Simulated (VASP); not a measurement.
A run of VASP 6.6.1:

File INCAR:

```
ALGO = Normal ; EDIFF = 1E-6
EDIFFG = -0.05 ; ENCUT = 600
GGA = PE ; IBRION = 2
ISIF = 3 ; ISMEAR = 0
LASPH = T ; LCHARG = F
LREAL = F ; LWAVE = F
NELM = 60 ; NSW = 80
PREC = Accurate ; PSTRESS = 186.0
SIGMA = 0.1
```

KPOINTS

```
k-points
0
Gamma
  9 9 4
```

The input POSCAR:

```
Mg
1.0
    2.8959582627      0.0000000000      0.0000000000
   -1.4479791314      2.5079734238      0.0000000000
    0.0000000000      0.0000000000      4.7219200702
Mg
2
Direct
    0.3333333333      0.6666666667      0.2500000000
    0.6666666667      0.3333333333      0.7500000000
```

Potentials or basis: VASP PAW PBE potentials, release 64 (Mg).

The run is started by

```sh
$ cat potpaw_PBE.64/Mg/POTCAR > POTCAR
$ mpirun -np 1 vasp_std > vasp.out
```

Hardware: 1 thread of Intel Xeon 8259CL, with other jobs on the host.

Q: How long does it take, and how much memory?

A: Run time: 9.9 s on 1 thread of Intel Xeon 8259CL, with other jobs on the host, peak memory 0.15 GiB. Counts: scf iterations 10, k points 36, ion steps 1.
